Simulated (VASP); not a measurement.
BaTiO3, 5 atoms in the cell. Symmetry: Pm-3m, No. 221, cubic system. Conventional cell: a = 3.993 Å, b = 3.993 Å, c = 3.993 Å, α = 90.00°, β = 90.00°, γ = 90.00°. Ba (site symmetry m-3m) has 12 O at 2.82 Å and 8 Ti at 3.46 Å within 3.7 Å. Ti (site symmetry m-3m) has 6 O at 2.00 Å within 2.6 Å. O (site symmetry 4/mmm) has 2 Ti at 2.00 Å within 2.6 Å. 

```yaml
Program: VASP 6.6.1
Task: phonons
Functional: PBE
Dispersion: D3(BJ)
Potentials_or_basis: VASP PAW PBE potentials, release 64 (Ba_sv, Ti_sv, O)
Cutoff: 520 eV
k_mesh: 8 × 8 × 8
Occupations: gaussian, width 0.01 eV
Spin: no spin polarisation
Dipole_correction: no
Further_INCAR_settings: ALGO = Normal; EDIFF = 1e-08; IBRION = 6; POTIM = 0.015; NSW = 1
```

Potentials or basis: VASP PAW PBE potentials, release 64 (Ba_sv, Ti_sv, O).

Run with:

```console
$ cat potpaw_PBE.64/Ba_sv/POTCAR potpaw_PBE.64/Ti_sv/POTCAR potpaw_PBE.64/O/POTCAR > POTCAR
$ mpirun -np 1 vasp_std > vasp.out
```

Hardware: 1 thread of Intel(R) Xeon(R) Platinum 8488C (Sapphire Rapids), with other jobs on the host.

Question: Estimate the wall time of this run.

Answer: Wall time 11 min on 1 thread of Intel(R) Xeon(R) Platinum 8488C (Sapphire Rapids) (shared host), peak memory 0.42 GiB. Counts: scf iterations 91, k points 35.
